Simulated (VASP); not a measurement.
Sr: relaxation of shape and atoms at fixed volume with PBE

Sr:

```xyz
4
Lattice="4.1308 0.0000 0.0000 -2.0654 3.5774 0.0000 0.0000 0.0000 13.5441" Properties=species:S:1:pos:R:3 pbc="T T T"
Sr    0.0000    0.0000    0.0000
Sr    0.0000    2.3849    3.3860
Sr    0.0000    0.0000    6.7721
Sr    2.0654    1.1925   10.1581
```

This isn't the form of Sr at room conditions, which is fcc.

```yaml
Program: VASP 6.6.1
Task: relaxation of shape and atoms at fixed volume
Functional: PBE
Potentials_or_basis: VASP PAW PBE potentials, release 64 (Sr_sv)
Cutoff: 600 eV
k_mesh: 12 × 12 × 4
Occupations: gaussian, width 0.1 eV
Spin: no spin polarisation
Dipole_correction: no
Further_INCAR_settings: ALGO = Fast; EDIFF = 1e-06; IBRION = 2; EDIFFG = -0.01; NSW = 50; ISIF = 4
```

```
Pressure after relaxing : 1.3 GPa
Band gap on the k mesh  : zero (bands 20 and 21 overlap by 0.17 eV)
```

Final structure:
```yaml
crystal:
  lattice:
    - [4.13080, 0.00000, 0.00000]
    - [-2.06540, 3.57738, 0.00000]
    - [0.00000, 0.00000, 13.54410]
  atoms:
    - { symbol: Sr, position: [0.00000, 0.00000, 0.00000] }
    - { symbol: Sr, position: [0.33333, 0.66667, 0.25000] }
    - { symbol: Sr, position: [0.00000, 0.00000, 0.50000] }
    - { symbol: Sr, position: [0.66667, 0.33333, 0.75000] }
```

Levels at points of the mesh, in eV from the Fermi level:
```tsv
k point	band 17	band 18	band 19	band 20	band 21	band 22	band 23	band 24
(0.00, 0.00, 0.00)	-3.81	-2.80	-2.79	-1.21	0.16	1.26	1.29	2.29
(0.50, 0.00, 0.00)	-1.17	-0.91	-0.76	-0.64	0.08	0.22	0.27	0.34
(0.00, 0.00, 0.50)	-3.54	-3.54	-1.81	-1.81	0.56	0.56	2.02	2.02
(0.50, 0.00, 0.50)	-1.05	-1.05	-0.70	-0.70	0.15	0.15	0.32	0.32
```

It took 15 min on 1 thread of Intel Xeon 8259CL (shared host), peak memory 0.53 GiB.

Caveat: the relaxation stopped at its first step, so nothing moved.
